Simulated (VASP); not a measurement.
# MoS2 (P6_3/mmc) in VASP: further runs

MoS2 is run at these levels: PBEsol, revPBE+D4; tasks: single point, relaxation of shape and atoms at fixed volume.

Program: VASP 6.6.1. These are calculated values, not measurements. Logs are shortened: lines on timing, memory, paths and dates and some standing lists are left out, and cuts for length are marked.

**Measured values to compare with.**

“Multiwavelength excitation Raman Scattering Analysis of bulk and 2 dimensional MoS2: Vibrational properties of atomically thin MoS2 layers”, 2015, arxiv:1506.03228 reports, for a bulk crystal of MoS2 at 300 K: band gap 1.3 eV (indirect).

How close the calculation comes is told below.

## Step 1: The cell of the first run

The structure is hexagonal, space group P6_3/mmc (No. 194). Conventional cell: a = 3.112 Å, b = 3.112 Å, c = 11.870 Å, α = 90.00°, β = 90.00°, γ = 120.00°. Mo (site symmetry -6m2) has 6 S at 2.38 Å and 6 Mo at 3.11 Å within 3.2 Å. Within 3.2 Å of S (site symmetry 3m) lie 3 Mo at 2.38 Å and 7 S at 3.11 to 3.13 Å.

## Step 2: Single point, PBEsol, collinear spin (16.59 Å³/atom)

Contents of INCAR:

```
SYSTEM = MoS2
PREC     = Accurate       ! precision mode
ENCUT    = 500            ! plane-wave cutoff, eV
EDIFF    = 1E-6           ! SCF threshold, eV
ISMEAR   = 0              ! smearing method
SIGMA    = 0.05           ! smearing width, eV
LREAL    = .FALSE.        ! projectors in reciprocal space
LASPH    = .TRUE.         ! aspherical terms in the spheres
NELM     = 200            ! most SCF steps
ALGO     = Normal         ! electronic algorithm
ISIF     = 2              ! what is computed and relaxed
LWAVE    = .FALSE.        ! write WAVECAR
LCHARG   = .FALSE.        ! write CHGCAR
ISPIN    = 2              ! spin polarisation
MAGMOM   = 0.05 0.05 0 0 0 0 ! initial moments
LORBIT   = 11             ! projections on sites
LMAXMIX  = 4              ! l up to which the mixer works
GGA      = PS             ! functional
NBANDS   = 39             ! bands
GGA_COMPAT= .FALSE.
```

Contents of KPOINTS:

```
Automatic mesh
0
G
  8 8 2
  0 0 0
```

Contents of POSCAR:

```
MoS2
1.0
    3.1120240819      0.0000000000      0.0000000000
   -1.5560120410      2.6950919121      0.0000000000
    0.0000000000      0.0000000000     11.8701748074
Mo S
2 4
Direct
    0.3333333333      0.6666666667      0.2500000000
    0.6666666667      0.3333333333      0.7500000000
    0.3333333333      0.6666666667      0.6182855388
    0.6666666667      0.3333333333      0.1182855388
    0.3333333333      0.6666666667      0.8817144612
    0.6666666667      0.3333333333      0.3817144612
```

Potentials or basis: VASP PAW PBE potentials, release 64 (Mo_sv, S).

The run is started by

```bash
$ cat potpaw_PBE.64/Mo_sv/POTCAR potpaw_PBE.64/S/POTCAR > POTCAR
$ mpirun -np 1 vasp_std > vasp.out
```

OUTCAR:

```text
SYSTEM = MoS2
   PREC = Accurate
   ENCUT = 500
   EDIFF = 1E-6
   ISMEAR = 0
   LREAL = .FALSE.
   LASPH = .TRUE.
   NELM = 200
   ISIF = 2
   ISPIN = 2
   LORBIT = 11
   GGA = PS

 ion  position               nearest neighbor table
   1  0.333  0.667  0.250-   4 2.38   6 2.38   4 2.38   6 2.38   4 2.38   6 2.38
   2  0.667  0.333  0.750-   3 2.38   5 2.38   3 2.38   5 2.38   3 2.38   5 2.38
   3  0.333  0.667  0.618-   2 2.38   2 2.38   2 2.38
   4  0.667  0.333  0.118-   1 2.38   1 2.38   1 2.38
   5  0.333  0.667  0.882-   2 2.38   2 2.38   2 2.38
   6  0.667  0.333  0.382-   1 2.38   1 2.38   1 2.38

  LATTYP: Found a hexagonal cell.
 ALAT       =     3.1120240819
 C/A-ratio  =     3.8142940077

  Lattice vectors:

 A1 = (   3.1120240819,   0.0000000000,   0.0000000000)
 A2 = (  -1.5560120410,   2.6950919121,   0.0000000000)
 A3 = (   0.0000000000,   0.0000000000,  11.8701748074)

Analysis of symmetry for initial positions (statically):
=====================================================================
 Subroutine PRICEL returns:
 Original cell was already a primitive cell.

 Routine SETGRP: Setting up the symmetry group for a
 hexagonal supercell.

 Subroutine GETGRP returns: Found 24 space group operations
 (whereof 12 operations were pure point group operations)
 out of a pool of 24 trial point group operations.

The static configuration has the point symmetry D_3d.
 The point group associated with its full space group is D_6h.

Analysis of symmetry for dynamics (positions and initial velocities):
=====================================================================
 Subroutine PRICEL returns:
 Original cell was already a primitive cell.

 Routine SETGRP: Setting up the symmetry group for a
 hexagonal supercell.

 Subroutine GETGRP returns: Found 24 space group operations
 (whereof 12 operations were pure point group operations)
 out of a pool of 24 trial point group operations.

The dynamic configuration has the point symmetry D_3d.
 The point group associated with its full space group is D_6h.

Analysis of structural, dynamic, and magnetic symmetry:
=====================================================================
 Subroutine PRICEL returns:
 Original cell was already a primitive cell.

 Routine SETGRP: Setting up the symmetry group for a
 hexagonal supercell.

 Subroutine GETGRP returns: Found 24 space group operations
 (whereof 12 operations were pure point group operations)
 out of a pool of 24 trial point group operations.

The overall configuration has the point symmetry D_3d.
 The point group associated with its full space group is D_6h.

 Subroutine INISYM returns: Found 24 space group operations
 (whereof 12 operations are pure point group operations),
 and found     1 'primitive' translations

----------------------------------------------------------------------------------------

                                     Primitive cell

  volume of cell :      99.5574

  direct lattice vectors                    reciprocal lattice vectors
     3.112024082  0.000000000  0.000000000     0.321334274  0.185522430  0.000000000
    -1.556012041  2.695091912  0.000000000     0.000000000  0.371044860  0.000000000
     0.000000000  0.000000000 11.870174807     0.000000000  0.000000000  0.084244758

  length of vectors
     3.112024082  3.112024082 11.870174807     0.371044860  0.371044860  0.084244758

  position of ions in fractional coordinates (direct lattice)
     0.333333333  0.666666667  0.250000000
     0.666666667  0.333333333  0.750000000
     0.333333333  0.666666667  0.618285539
     0.666666667  0.333333333  0.118285539
     0.333333333  0.666666667  0.881714461
     0.666666667  0.333333333  0.381714461

  ion indices of the primitive-cell ions
   primitive index   ion index
                 1           1
                 2           2
                 3           3
                 4           4
                 5           5
                 6           6

----------------------------------------------------------------------------------------

 KPOINTS: Automatic mesh

Automatic generation of k-mesh.
 Grid dimensions read from file:
 generate k-points for:    8    8    2

 Generating k-lattice:

  Cartesian coordinates                     Fractional coordinates (reciprocal lattice)
     0.040166784  0.023190304  0.000000000     0.125000000  0.000000000  0.000000000
     0.000000000  0.046380607  0.000000000     0.000000000  0.125000000  0.000000000
     0.000000000  0.000000000  0.042122379     0.000000000  0.000000000  0.500000000

  Length of vectors
     0.046380607  0.046380607  0.042122379

  Shift w.r.t. Gamma in fractional coordinates (k-lattice)
     0.000000000  0.000000000  0.000000000

 Subroutine IBZKPT returns following result:
 ===========================================

 Found     20 irreducible k-points:

 Following reciprocal coordinates:
            Coordinates               Weight
  0.000000  0.000000  0.000000      1.000000
  0.125000  0.000000  0.000000      6.000000
  0.250000  0.000000  0.000000      6.000000
  0.375000  0.000000  0.000000      6.000000
  0.500000  0.000000  0.000000      3.000000
  0.125000  0.125000  0.000000      6.000000
[... 12 lines left out ...]
  0.250000  0.250000  0.500000      6.000000
  0.375000  0.250000  0.500000      6.000000
   k-points           NKPTS =     20   k-points in BZ     NKDIM =     20   number of bands    NBANDS=     39
   number of dos      NEDOS =    301   number of ions     NIONS =      6
   total plane-waves  NPLWV =  51840
   dimension x,y,z NGX =    24 NGY =   24 NGZ =   90
   dimension x,y,z NGXF=    48 NGYF=   48 NGZF=  180
   ions per type =               2   4
   NGX,Y,Z   is equivalent  to a cutoff of  12.82, 12.82, 12.60 a.u.
   NGXF,Y,Z  is equivalent  to a cutoff of  25.64, 25.64, 25.21 a.u.
 SYSTEM =  MoS2
   PREC   = accura    normal or accurate (medium, high low for compatibility)
   ISTART =      0    job   : 0-new  1-cont  2-samecut
   ICHARG =      2    charge: 1-file 2-atom 10-const
   ISPIN  =      2    spin polarized calculation?
   LNONCOLLINEAR =      F non collinear calculations
   LSORBIT =      F    spin-orbit coupling
   LASPH  =      T    aspherical Exc in radial PAW
   ENCUT  =  500.0 eV  36.75 Ry    6.06 a.u.   5.67  5.67 21.64*2*pi/ulx,y,z
   NELM   =    200;   NELMIN=  2; NELMDL= -5     # of ELM steps
   EDIFF  = 0.1E-05   stopping-criterion for ELM
   LREAL  =      F    real-space projection
[... 7 lines left out ...]
   TEBEG  =    0.0;   TEEND  =   0.0 temperature during run
   PSTRESS=    0.0 pullay stress
   NELECT =      52.0000    total number of electrons
   NUPDOWN=      -1.0000    fix difference up-down
   EMIN   =  10.00;   EMAX   =-10.00  energy-range for DOS
   EFERMI =   0.00;   METHOD = LEGACY
   ISMEAR =     0;   SIGMA  =   0.05  broadening in eV -4-tet -1-fermi 0-gaus
   EFERMI_NEDOS =   21; number of points for ismear=-14 and -15
   IALGO  =     38    algorithm
   IMIX   =      4    mixing-type and parameters
     AMIX     =   0.40;   BMIX     =  1.00
     AMIX_MAG =   1.60;   BMIX_MAG =  1.00
  volume/ion in A,a.u.               =      16.59       111.97
  Fermi-wavevector in a.u.,A,eV,Ry     =   1.318413  2.491439 23.649813  1.738212
  Thomas-Fermi vector in A             =   2.448384
   LORBIT       =     11    0 simple, 1 ext, 2 COOP (PROOUT), +10 PAW based schemes
   GGA     = PS    functional components
   LHFCALC =     F    Hartree Fock is set to
   AEXX    =    0.0000 exact exchange contribution
   IVDW    =     0    specifies the selected vdW correction
   LEPSILON=     F    determine dielectric tensor
   LRPA    =     F    only Hartree local field effects (RPA)
 spin polarized calculation
 Gauss-broadening in eV      SIGMA  =   0.05
  energy-cutoff  :      500.00
  volume of cell :       99.56
 maximum number of plane-waves:      2544
 NGX is ok and might be reduce to    24
   NGX = 11   NGY = 11   NGZ = 43

 number of electron      52.0000002 magnetization       0.0000730

 Free energy of the ion-electron system (eV)
  ---------------------------------------------------
  ext. energy  EPLUGINS =         0.00000000
  ---------------------------------------------------
  free energy    TOTEN  =       -46.83918688 eV

  energy without entropy =      -46.83918688  energy(sigma->0) =      -46.83918688

 E-fermi :   8.8739     XC(G=0): -11.4318

 val. band max:        8.4839978169   @ k =   0.0000   0.0000   0.0000
 cond. band min:       9.2480441758   @ k =   0.2500   0.1250   0.0000
 fundamental gap:      0.7640463589
 Fermi energy:         8.8738533143

 spin component 1

 k-point     1 :       0.0000    0.0000    0.0000
  band No.  band energies     occupation
      1     -52.9774      1.00000
      2     -52.9774      1.00000
      3     -27.2113      1.00000
      4     -27.2111      1.00000
      5     -26.9124      1.00000
      6     -26.9124      1.00000
[... 809 lines left out ...]
     37      16.1896      0.00000
     38      16.1896      0.00000
 Fermi energy:         8.8738533143

 spin component 2

 k-point     1 :       0.0000    0.0000    0.0000
  band No.  band energies     occupation
      1     -52.9774      1.00000
      2     -52.9774      1.00000
      3     -27.2113      1.00000
      4     -27.2111      1.00000
      5     -26.9124      1.00000
      6     -26.9124      1.00000
[... 809 lines left out ...]
     37      16.1896      0.00000
     38      16.1896      0.00000
 [bands above 38 left out]

------------------------ aborting loop because EDIFF is reached ----------------------------------------

  FORCE on cell =-STRESS in cart. coord.  units (eV):
  Direction    XX          YY          ZZ          XY          YZ          ZX
  --------------------------------------------------------------------------------------
  -------------------------------------------------------------------------------------
  Total        2.1599659      2.1599659      1.8830755     -0.0000000     -0.0000000     -0.0000000
  in kB       34.7603253     34.7603253     30.3043282     -0.0000000     -0.0000000     -0.0000000
  external PRESSURE =      33.2749929 kB  Pullay stress =       0.0000000 kB

 VOLUME and BASIS-vectors are now :
 -----------------------------------------------------------------------------
  energy-cutoff  :      500.00
  volume of cell :       99.56
      direct lattice vectors                 reciprocal lattice vectors
     3.112024082  0.000000000  0.000000000     0.321334274  0.185522430  0.000000000
    -1.556012041  2.695091912  0.000000000     0.000000000  0.371044860  0.000000000
     0.000000000  0.000000000 11.870174807     0.000000000  0.000000000  0.084244758

 POSITION                                       TOTAL-FORCE (eV/Angst)
 -----------------------------------------------------------------------------------
     -0.00000      1.79673      2.96754        -0.000000      0.000000      0.000000
      1.55601      0.89836      8.90263         0.000000     -0.000000      0.000000
     -0.00000      1.79673      7.33916        -0.000000      0.000000     -0.007477
      1.55601      0.89836      1.40407         0.000000      0.000000     -0.007477
     -0.00000      1.79673     10.46610        -0.000000     -0.000000      0.007477
      1.55601      0.89836      4.53102         0.000000     -0.000000      0.007477
 -----------------------------------------------------------------------------------
    total drift:                               -0.000000      0.000000     -0.000000

  FREE ENERGIE OF THE ION-ELECTRON SYSTEM (eV)
  ---------------------------------------------------
  free  energy   TOTEN  =       -46.8391868808 eV

  energy  without entropy=      -46.8391868808  energy(sigma->0) =      -46.83918688

 total charge

# of ion       s       p       d       tot
------------------------------------------
    1        2.304   6.238   4.023  12.566
    2        2.304   6.238   4.023  12.566
    3        1.360   2.331   0.000   3.690
    4        1.360   2.331   0.000   3.690
    5        1.360   2.331   0.000   3.690
    6        1.360   2.331   0.000   3.690
--------------------------------------------------
tot         10.048  21.798   8.047  39.893

 magnetization (x)

# of ion       s       p       d       tot
------------------------------------------
    1       -0.000  -0.000  -0.000  -0.000
    2       -0.000  -0.000  -0.000  -0.000
    3       -0.000  -0.000   0.000  -0.000
    4       -0.000  -0.000   0.000  -0.000
    5       -0.000  -0.000   0.000  -0.000
    6       -0.000  -0.000   0.000  -0.000
--------------------------------------------------
tot         -0.000  -0.000  -0.000  -0.000
```

Wall time 2.2 min (1 thread of Oxide Virtual Turin-like, shared host); peak memory 0.27 GiB.

Results:

* Free energy: -46.8392 eV
* Pressure: 3.3 GPa
* Largest force: 0.007 eV/Å
* Band gap on the k mesh: 0.76 eV (least direct gap 2.06 eV)
* Net moment: 0.00 μB per cell
* Valence electrons inside the program's atomic spheres: Mo 12.57; S 3.69

Forces in eV/Å, atoms in the order of the input:
```
Mo   0.000  0.000  0.000
Mo   0.000  0.000  0.000
S    0.000  0.000 -0.007
S    0.000  0.000 -0.007
S    0.000  0.000  0.007
S    0.000  0.000  0.007
```

Caveat: the cell stands under pressure; the PAW data sets were made with another functional, which shifts forces and pressure a little. As with any semilocal functional, this PBEsol gap is likely too small.

## Step 3: Single point, revPBE+D4, collinear spin (16.62 Å³/atom)

Contents of INCAR:

```
SYSTEM = MoS2
ALGO = Normal ; EDIFF = 1E-6
ENCUT = 500 ; GGA = RE
GGA_COMPAT = .FALSE. ; ISIF = 2
ISMEAR = 0 ; ISPIN = 2
IVDW = 13 ; LASPH = .TRUE.
LCHARG = .TRUE. ; LELF = .TRUE.
LMAXMIX = 4 ; LORBIT = 11
LREAL = .FALSE. ; LVHAR = .TRUE.
LWAVE = .FALSE. ; MAGMOM = 0.05 0.05 0 0 0 0
NBANDS = 39 ; NELM = 200
PREC = Accurate ; SIGMA = 0.05
```

Contents of KPOINTS:

```
k-points
0
G
  8 8 2
  0 0 0
```

Contents of POSCAR:

```
MoS2
1.0
    3.1316168963      0.0000000000      0.0000000000
   -1.5658084481      2.7120597871      0.0000000000
    0.0000000000      0.0000000000     11.7416040131
Mo S
2 4
Direct
    0.3333333333      0.6666666667      0.2500000000
    0.6666666667      0.3333333333      0.7500000000
    0.3333333333      0.6666666667      0.6164817368
    0.6666666667      0.3333333333      0.1164817368
    0.3333333333      0.6666666667      0.8835182632
    0.6666666667      0.3333333333      0.3835182632
```

Potentials or basis: VASP PAW PBE potentials, release 64 (Mo_sv, S).

The run is started by

```bash
$ cat potpaw_PBE.64/Mo_sv/POTCAR potpaw_PBE.64/S/POTCAR > POTCAR
$ mpirun -np 1 vasp_std > vasp.out
```

Run time: 2.7 min. Hardware: 1 thread of Oxide Virtual Turin-like, shared host; peak memory 0.27 GiB.

Results (log left out):

* Free energy: -46.1375 eV
* Pressure: 0.4 GPa
* Largest force: 0.042 eV/Å
* Band gap on the k mesh: 0.76 eV (least direct gap 1.99 eV)
* Net moment: 0.00 μB per cell
* Valence electrons inside the program's atomic spheres: Mo 12.51; S 3.72
* Dispersion energy per atom: -0.839 eV

Forces in eV/Å, atoms in the order of the input:
```
Mo   0.000  0.000  0.000
Mo   0.000  0.000  0.000
S    0.000  0.000  0.042
S    0.000  0.000  0.042
S    0.000  0.000 -0.042
S    0.000  0.000 -0.042
```

Stress tensor (GPa, compression positive):
```
0.45 0.00 0.00
0.00 0.45 0.00
0.00 0.00 0.29
```

Levels at points of the mesh, in eV from the valence-band top:
Spin up:
```tsv
k point	band 22	band 23	band 24	band 25	band 26	band 27	band 28	band 29	band 30	band 31
(0.00, 0.00, 0.00)	-2.22	-2.22	-1.45	-0.95	0.00	2.01	2.01	2.06	2.06	2.09
(0.50, 0.00, 0.00)	-2.65	-1.94	-1.65	-1.56	-1.44	1.57	1.65	1.92	2.31	2.74
(0.00, 0.00, 0.50)	-2.27	-2.27	-2.27	-0.24	-0.24	2.00	2.00	2.00	2.00	2.28
(0.50, 0.00, 0.50)	-2.91	-1.75	-1.75	-1.52	-1.52	1.60	1.60	2.14	2.14	3.19
```
Spin down:
```csv
k point,band 23,band 24,band 25,band 26,band 27,band 28,band 29,band 30
"(0.00, 0.00, 0.00)",-2.22,-1.45,-0.95,0.00,2.01,2.01,2.06,2.06
"(0.50, 0.00, 0.00)",-1.94,-1.65,-1.56,-1.44,1.57,1.65,1.92,2.31
"(0.00, 0.00, 0.50)",-2.27,-2.27,-0.24,-0.24,2.00,2.00,2.00,2.00
"(0.50, 0.00, 0.50)",-1.75,-1.75,-1.52,-1.52,1.60,1.60,2.14,2.14
```

Caveat: the PAW data sets were made with another functional, which shifts forces and pressure a little.

[end of part 1 of 2]
